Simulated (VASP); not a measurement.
Here is a VASP 6.6.1 calculation.

Contents of INCAR:

```
SYSTEM = Sc2BSb3
  PREC = Accurate
  ENCUT = 600
  EDIFF = 1E-6
  ISMEAR = 0
  SIGMA = 0.1
  LREAL = .FALSE.
  LASPH = .TRUE.
  NELM = 60
  ALGO = Normal
  ISIF = 3
  LWAVE = .FALSE.
  LCHARG = .FALSE.
  GGA = PE
  IBRION = 2
  NSW = 90
  EDIFFG = -0.04
```

Contents of KPOINTS:

```
Automatic mesh
0
G
  6 6 2
  0 0 0
```

Contents of POSCAR:

```
Sc2BSb3
1.0
    3.7240367300      0.0000000000      0.0000000000
    0.0000000000      3.7240367300      0.0000000000
    0.0000000000      0.0000000000      8.3524651200
Sc B Sb
2 1 3
Direct
    0.5000000000      0.0000000000      0.7344790700
    0.0000000000      0.5000000000      0.2655209300
    0.5000000000      0.5000000000      0.0000000000
    0.5000000000      0.0000000000      0.3861632900
    0.0000000000      0.5000000000      0.6138367100
    0.0000000000      0.0000000000      0.0000000000
```

Potentials or basis: VASP PAW PBE potentials, release 64 (Sc_sv, B, Sb).

Command:

```console
$ cat potpaw_PBE.64/Sc_sv/POTCAR potpaw_PBE.64/B/POTCAR potpaw_PBE.64/Sb/POTCAR > POTCAR
$ mpirun -np 1 vasp_std > vasp.out
```

Task: Estimate the band gap on the k mesh.

Result: Zero (band 20 reaches 8.11 eV, above the bottom of band 21 at 5.74 eV).

Task: Estimate the space group after relaxing (to 0.05 Å).

Result: P-4m2 (No. 115).

Stress tensor (GPa, compression positive):
```
0.16 0.00 0.00
0.00 0.16 0.00
0.00 0.00 0.05
```

Caveat: the k points lie up to 0.35 Å⁻¹ apart in the final cell; spin-orbit coupling is left out, which moves the levels of the heavy elements.
